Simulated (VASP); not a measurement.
A run of VASP 6.6.1 is set up as follows.

INCAR

```
SYSTEM = RbCl
ALGO = Normal
EDIFF = 1E-6
ENCUT = 500
GGA = PE
GGA_COMPAT = .FALSE.
ISIF = 2
ISMEAR = -1
LASPH = .TRUE.
LCHARG = .TRUE.
LELF = .TRUE.
LREAL = .FALSE.
LVHAR = .TRUE.
LWAVE = .FALSE.
NBANDS = 15
NELM = 120
PREC = Accurate
SIGMA = 0.02
```

Contents of KPOINTS:

```
k-points
0
G
  7 7 7
  0 0 0
```

POSCAR

```
RbCl
1.0
    0.0000000000      3.3276816722      3.3276816722
    3.3276816722      0.0000000000      3.3276816722
    3.3276816722      3.3276816722      0.0000000000
Rb Cl
1 1
Direct
    0.0000000000      0.0000000000      0.0000000000
    0.5000000000      0.5000000000      0.5000000000
```

Potentials or basis: VASP PAW PBE potentials, release 64 (Rb_sv, Cl).

Run with:

```bash
$ cat potpaw_PBE.64/Rb_sv/POTCAR potpaw_PBE.64/Cl/POTCAR > POTCAR
$ mpirun -np 1 vasp_std > vasp.out
```

Q: What does it give for the pressure?

A: 0.3 GPa.

Q: Estimate the band gap on the k mesh.

A: 4.89 eV, direct.

 A k mesh can miss the band edges.
